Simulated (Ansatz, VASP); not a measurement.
**One calculation of MgH, two programs**

```
Mg H
1.0
     3.31286    0.00000    0.00000
     0.00000    4.68787    0.00000
     0.00000    0.00000    6.54895
Mg H
4 4
Direct
  0.50000 0.00000 0.88611
  0.00000 0.50000 0.11389
  0.50000 0.00000 0.37701
  0.00000 0.50000 0.62299
  0.00000 0.24968 0.36070
  0.00000 0.75032 0.36070
  0.50000 0.25032 0.63930
  0.50000 0.74968 0.63930
```

Change from the starting cell: the structure that the rattled cell fell into.

Alike in both runs: functional PBE; k mesh 12 × 8 × 6; occupations gaussian, width 0.1 eV; no spin polarisation.

Ansatz relaxed the structure, and its values are those at the end. VASP's run is a single point on that final structure, the one shown.

```csv
,VASP,Ansatz
version,VASP 6.6.1,Ansatz 0.2.0
potentials or method,"VASP PAW PBE potentials, release 64 (Mg, H), cutoff 520 eV","scalar-relativistic, plane waves, PAW"
valence electrons in the cell,12,44
```

```tsv
	VASP	Ansatz	Ansatz less VASP
gap on the k mesh at the Fermi level (eV)	none	none	-
pressure (GPa)	-0.2	0.0	+0.25
```

A gap of «none» marks a metal or a gap that the smearing closes. The functional is the same, so the differences come from potentials, cutoffs and numerics. VASP's potentials hold 12 valence electrons a cell and Ansatz's 44, so a difference there can come from the potentials and not from the codes.
